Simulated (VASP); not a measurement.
# Ga17N16 (a cell with a defect) in VASP: single point with PBE

Aim: the single point of Ga17N16 (a cell with a defect) with PBE.

All numbers are computed with VASP 6.6.1; they aren't measurements. Logs are shortened: lines on timing, memory, paths and dates and some standing lists are left out, and cuts for length are marked.

### Step 1. The cell of the first run

The cell holds a defect, 33 atoms: a = 7.878 Å, b = 7.878 Å, c = 7.878 Å, α = 109.47°, β = 109.47°, γ = 109.47°.

### Step 2. Single point, PBE (with an interstitial atom, then relaxed in part)

Input file INCAR:

```
SYSTEM = Ga17N16
PREC     = Accurate       ! precision mode
ENCUT    = 520            ! plane-wave cutoff, eV
EDIFF    = 1E-6           ! SCF threshold, eV
ISMEAR   = 0              ! smearing method
SIGMA    = 0.01           ! smearing width, eV
LREAL    = Auto         
LASPH    = .True.         ! aspherical terms in the spheres
NELM     = 60             ! most SCF steps
ALGO     = Normal         ! electronic algorithm
ISIF     = 2              ! what is computed and relaxed
LWAVE    = .False.        ! write WAVECAR
LCHARG   = .True.         ! write CHGCAR
GGA      = PE             ! functional
LELF     = .True.         ! ELF
LVHAR    = .True.       
NBANDS   = 172            ! bands
NELECT   = 300.0
```

Input file KPOINTS:

```
Automatic mesh
0
Gamma
  2 2 2
  0.5 0.5 0.5
```

Input file POSCAR:

```
Ga17N16
1.0
   -4.5484769843     -4.5484769843      4.5484769843
    4.5484769843      4.5484769843      4.5484769843
   -4.5484769843      4.5484769843     -4.5484769843
Ga N
17 16
Direct
    0.7528129854      0.5288046508      0.7582508013
    0.0096678588      0.5112124664      0.5081694805
    0.7496379835      0.7146231083      0.4740986243
    0.2545795099      0.5057023272      0.2540957257
    0.0090128813      0.7552144522      0.2652655118
    0.7587275896      0.0098475019      0.2624230644
    0.5024295761      0.5062658552      0.0015246034
    0.2597494192      0.7613135515      0.0083394443
    0.0337754616     -0.0012206434      0.0423796355
    0.7524583946      0.2766951031      0.0144788653
    0.4972439785      0.7532306116      0.7582569835
    0.2535589649      0.0021636221      0.7582589713
    0.0068758813      0.3064055546      0.7582609209
    0.4962377850      0.0204990838      0.5020322173
    0.2591541690      0.2629995895      0.5149773115
    0.5019853860      0.2481892053      0.2512236062
   -0.1802589321      0.0239619159     -0.2417676550
    0.0117485058      0.7463995617      0.0219084071
    0.2593247547      0.7551240742      0.7582546667
   -0.0027457964     -0.0929614524      0.7582373623
    0.5203626734      0.7705973857      0.5162669406
    0.2495106705      0.0091088975      0.5101903841
    0.0081585107      0.2631798117      0.5020215824
    0.7553698835      0.7547656287      0.2495037531
    0.5064848610      0.0053221652      0.2543213373
    0.2641052815      0.2635159903      0.2669884052
    0.0104296360      0.5092502418      0.2621870502
    0.7623581847      0.0125774694      0.0002790519
    0.4975758903      0.2571698882      0.0063204513
    0.2643865622      0.5194287928      0.0144889702
    0.7288173850      0.2828417814      0.7582642116
    0.5018954574      0.5147230376      0.7582531260
    0.7480793394      0.4827142358      0.4945825125
```

Potentials or basis: VASP PAW PBE potentials, release 64 (Ga_d, N).

On the command line:

```
cat potpaw_PBE.64/Ga_d/POTCAR potpaw_PBE.64/N/POTCAR > POTCAR
mpirun -np 1 vasp_std > vasp.out
```

OUTCAR:

```text
SYSTEM = Ga17N16
   PREC = Accurate
   ENCUT = 520
   EDIFF = 1E-6
   ISMEAR = 0
   LREAL = Auto
   LASPH = .True.
   NELM = 60
   ISIF = 2
   GGA = PE
   NELECT = 300.0

 ion  position               nearest neighbor table
   1  0.753  0.529  0.758-  31 1.88  32 1.94  18 1.97  33 1.97
   2  0.010  0.511  0.508-  23 1.93  27 1.93  19 1.95  33 1.96
   3  0.750  0.715  0.474-  33 1.88  24 1.91  20 1.99  21 2.10  17 2.43
   4  0.255  0.506  0.254-  30 1.95  27 1.95  26 1.97  21 2.08
   5  0.009  0.755  0.265-  18 1.90  27 1.93  22 1.94  24 1.96
   6  0.759  0.010  0.262-  23 1.95  25 1.95  24 1.97  28 2.08
   7  0.502  0.506  0.002-  32 1.94  30 1.95  29 1.96  24 1.97
   8  0.260  0.761  0.008-  30 1.93  25 1.93  19 1.95  18 1.96
   9  0.034  0.999  0.042-  18 1.88  26 1.91  20 1.99  28 2.10  17 2.43
  10  0.752  0.277  0.014-  29 1.94  27 1.95  31 1.98  28 2.08  17 2.66
  11  0.497  0.753  0.758-  19 1.88  32 1.89  21 2.02  28 2.02  17 2.72
  12  0.254  0.002  0.758-  20 1.91  19 1.96  29 1.96  22 1.96
  13  0.007  0.306  0.758-  30 1.94  23 1.94  31 2.14  17 2.22
  14  0.496  0.020  0.502-  22 1.94  25 1.95  31 1.98  21 2.08  17 2.66
  15  0.259  0.263  0.515-  32 1.94  23 1.95  22 1.96  26 1.97
  16  0.502  0.248  0.251-  33 1.90  25 1.93  29 1.94  26 1.96
  17  0.820  0.024  0.758-  20 1.91  21 2.12  28 2.12  13 2.22   9 2.43   3 2.43  14 2.66  10 2.66
                            11 2.72
  18  0.012  0.746  0.022-   9 1.88   5 1.90   8 1.96   1 1.97
  19  0.259  0.755  0.758-  11 1.88   8 1.95   2 1.95  12 1.96
  20  0.997  0.907  0.758-  12 1.91  17 1.91   3 1.99   9 1.99
  21  0.520  0.771  0.516-  11 2.02  14 2.08   4 2.08   3 2.10  17 2.12
  22  0.250  0.009  0.510-  14 1.94   5 1.94  12 1.96  15 1.96
  23  0.008  0.263  0.502-   2 1.93  13 1.94  15 1.95   6 1.95
  24  0.755  0.755  0.250-   3 1.91   5 1.96   7 1.97   6 1.97
  25  0.506  0.005  0.254-  16 1.93   8 1.93  14 1.95   6 1.95
  26  0.264  0.264  0.267-   9 1.91  16 1.96  15 1.97   4 1.97
  27  0.010  0.509  0.262-   5 1.93   2 1.93  10 1.95   4 1.95
  28  0.762  0.013  0.000-  11 2.02  10 2.08   6 2.08   9 2.10  17 2.12
  29  0.498  0.257  0.006-  10 1.94  16 1.94  12 1.96   7 1.96
  30  0.264  0.519  0.014-   8 1.93  13 1.94   7 1.95   4 1.95
  31  0.729  0.283  0.758-   1 1.88  10 1.98  14 1.98  13 2.14
  32  0.502  0.515  0.758-  11 1.89   7 1.94  15 1.94   1 1.94
  33  0.748  0.483  0.495-   3 1.88  16 1.90   2 1.96   1 1.97

  LATTYP: Found a body centered cubic cell.
 ALAT       =     9.0969539686

  Lattice vectors:

 A1 = (  -4.5484769843,  -4.5484769843,   4.5484769843)
 A2 = (   4.5484769843,   4.5484769843,   4.5484769843)
 A3 = (  -4.5484769843,   4.5484769843,  -4.5484769843)

Analysis of symmetry for initial positions (statically):
[... 175 lines left out ...]
   TEBEG  =    0.0;   TEEND  =   0.0 temperature during run
   PSTRESS=    0.0 pullay stress
   NELECT =     300.0000    total number of electrons
   NUPDOWN=      -1.0000    fix difference up-down
   EMIN   =  10.00;   EMAX   =-10.00  energy-range for DOS
   EFERMI =   0.00;   METHOD = LEGACY
   ISMEAR =     0;   SIGMA  =   0.01  broadening in eV -4-tet -1-fermi 0-gaus
   EFERMI_NEDOS =   21; number of points for ismear=-14 and -15
   IALGO  =     38    algorithm
   IMIX   =      4    mixing-type and parameters
     AMIX     =   0.40;   BMIX     =  1.00
     AMIX_MAG =   1.60;   BMIX_MAG =  1.00
  volume/ion in A,a.u.               =      11.41        76.97
  Fermi-wavevector in a.u.,A,eV,Ry     =   1.517851  2.868323 31.346093  2.303873
  Thomas-Fermi vector in A             =   2.627051
   LORBIT       =      0    0 simple, 1 ext, 2 COOP (PROOUT), +10 PAW based schemes
   GGA     = PE    functional components
   LHFCALC =     F    Hartree Fock is set to
   AEXX    =    0.0000 exact exchange contribution
   IVDW    =     0    specifies the selected vdW correction
   LEPSILON=     F    determine dielectric tensor
   LRPA    =     F    only Hartree local field effects (RPA)
 non-spin polarized calculation
 Gauss-broadening in eV      SIGMA  =   0.01
  energy-cutoff  :      520.00
  volume of cell :      376.41
 maximum number of plane-waves:     10168
 NGX is ok and might be reduce to    60
   NGX = 29   NGY = 29   NGZ = 29

 number of electron     300.0000018 magnetization

 Free energy of the ion-electron system (eV)
  ---------------------------------------------------
  ext. energy  EPLUGINS =         0.00000000
  ---------------------------------------------------
  free energy    TOTEN  =      -196.66289198 eV

  energy without entropy =     -196.66289198  energy(sigma->0) =     -196.66289198

 E-fermi :   7.5045     XC(G=0): -11.7211

 val. band max:        7.3918854440   @ k =  -0.2500   0.2500   0.2500
 cond. band min:       8.2804315760   @ k =   0.2500   0.2500  -0.2500
 fundamental gap:      0.8885461319
 Fermi energy:         7.5044992794

 k-point     1 :       0.2500    0.2500    0.2500
  band No.  band energies     occupation
      1     -10.1563      2.00000
      2     -10.0787      2.00000
      3     -10.0407      2.00000
      4      -9.9766      2.00000
      5      -9.6626      2.00000
      6      -9.6444      2.00000
[... 649 lines left out ...]
    161      10.6963      0.00000
    162      11.2203      0.00000
 [bands above 162 left out]

------------------------ aborting loop because EDIFF is reached ----------------------------------------

  FORCE on cell =-STRESS in cart. coord.  units (eV):
  Direction    XX          YY          ZZ          XY          YZ          ZX
  --------------------------------------------------------------------------------------
  -------------------------------------------------------------------------------------
  Total       14.4135518     14.4155308      9.6891212     10.5540307      6.7906281      6.7870593
  in kB       61.3512761     61.3596996     41.2417396     44.9232263     28.9043050     28.8891146
  external PRESSURE =      54.6509051 kB  Pullay stress =       0.0000000 kB

 VOLUME and BASIS-vectors are now :
 -----------------------------------------------------------------------------
  energy-cutoff  :      520.00
  volume of cell :      376.41
      direct lattice vectors                 reciprocal lattice vectors
    -4.548476984 -4.548476984  4.548476984    -0.109926906  0.000000000  0.109926906
     4.548476984  4.548476984  4.548476984     0.000000000  0.109926906  0.109926906
    -4.548476984  4.548476984 -4.548476984    -0.109926906  0.109926906  0.000000000

 POSITION                                       TOTAL-FORCE (eV/Angst)
 -----------------------------------------------------------------------------------
     -4.46778      2.42999      2.38052        -0.009546     -0.010071     -0.012835
     -0.03013      4.59266      0.05781         0.000818     -0.004508      0.001410
     -2.31569      1.99716      4.50373        -0.001856     -0.030272      0.004755
     -0.01352      2.29797      2.30238         0.009909     -0.005605     -0.006872
      2.18753      4.60063      2.26952         0.000371     -0.010327      0.004386
     -4.59989     -2.21264      2.30222        -0.006155      0.009366     -0.005801
[... 25 lines left out ...]
     -3.39055      3.50724      1.17517         0.007187      0.006930      0.009460
     -3.45660      1.04259      3.34864         0.014683      0.001842      0.000625
 -----------------------------------------------------------------------------------
    total drift:                               -0.001383     -0.002958      0.002774

  FREE ENERGIE OF THE ION-ELECTRON SYSTEM (eV)
  ---------------------------------------------------
  free  energy   TOTEN  =      -196.6628919814 eV

  energy  without entropy=     -196.6628919814  energy(sigma->0) =     -196.66289198
```

It took 17 min on 1 thread of Oxide Virtual Turin-like, shared host; peak memory 0.55 GiB.

What came out:

```
Free energy   : -196.6629 eV
Largest force : 0.042 eV/Å
```

Forces in eV/Å, atoms in the order of the input:
```
Ga  -0.010 -0.010 -0.013
Ga   0.001 -0.005  0.001
Ga  -0.002 -0.030  0.005
Ga   0.010 -0.006 -0.007
Ga   0.000 -0.010  0.004
Ga  -0.006  0.009 -0.006
Ga   0.006  0.000 -0.001
Ga  -0.003 -0.002  0.000
Ga  -0.031  0.000  0.006
Ga   0.001  0.015  0.010
Ga   0.001  0.004 -0.039
Ga   0.006  0.005 -0.009
Ga  -0.010 -0.009 -0.001
Ga   0.015  0.003  0.008
Ga   0.000  0.008  0.000
Ga  -0.007  0.001  0.003
Ga  -0.007 -0.006  0.041
N    0.001  0.015  0.000
N   -0.009 -0.008  0.012
N   -0.007 -0.006  0.015
N    0.012 -0.008 -0.018
N    0.001 -0.003 -0.005
N    0.000 -0.002  0.005
N   -0.005  0.006 -0.005
N    0.005 -0.002 -0.004
N    0.004 -0.005 -0.005
N   -0.001  0.006 -0.004
N   -0.006  0.011 -0.017
N   -0.002  0.000 -0.005
N   -0.003 -0.001  0.006
N    0.022  0.021  0.012
N    0.007  0.007  0.009
N    0.015  0.002  0.001
```

Levels at points of the mesh, in eV from the Fermi level:
| k point | band 148 | band 149 | band 150 | band 151 | band 152 | band 153 |
| --- | --- | --- | --- | --- | --- | --- |
| (0.25, 0.25, 0.25) | -2.58 | -2.32 | -0.25 | 1.15 | 1.35 | 1.66 |

Caveat: the cell carries a net charge on a neutralising background, which shifts energy and pressure; the cell differs from its parent crystal (with an interstitial atom, then relaxed in part); the cell is charged against a uniform background, so pressure and absolute levels hang on convention.
